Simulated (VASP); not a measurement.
A run of VASP 6.6.1 is set up as follows.

The input INCAR:

```
SYSTEM = Ru
PREC = Accurate ; ENCUT = 520
EDIFF = 1E-6 ; ISMEAR = -1
SIGMA = 0.1 ; LREAL = .FALSE.
LASPH = .TRUE. ; NELM = 60
ALGO = Normal ; ISIF = 2
LWAVE = .FALSE. ; LCHARG = .TRUE.
GGA = CA ; LELF = .TRUE.
LVHAR = .TRUE. ; NBANDS = 13
```

The input KPOINTS:

```
Automatic mesh
0
G
  17 17 17
  0 0 0
```

Contents of POSCAR:

```
Ru
1.0
    2.2389796063      0.0000000000      0.0000000000
    0.0000000000      2.2389796063      0.0000000000
    0.0000000000      0.0000000000      2.2389796063
Ru
1
Direct
    0.0000000000      0.0000000000      0.0000000000
```

Potentials or basis: VASP PAW LDA potentials, release 64 (Ru_pv).

Command:

```console
$ cat potpaw_LDA.64/Ru_pv/POTCAR > POTCAR
$ mpirun -np 1 vasp_std > vasp.out
```

Problem. What does it give for the pressure?

Solution. 149.8 GPa.

Problem. Estimate the band gap on the k mesh.

Solution. Zero (band 7 reaches 22.97 eV, above the bottom of band 8 at 15.06 eV).
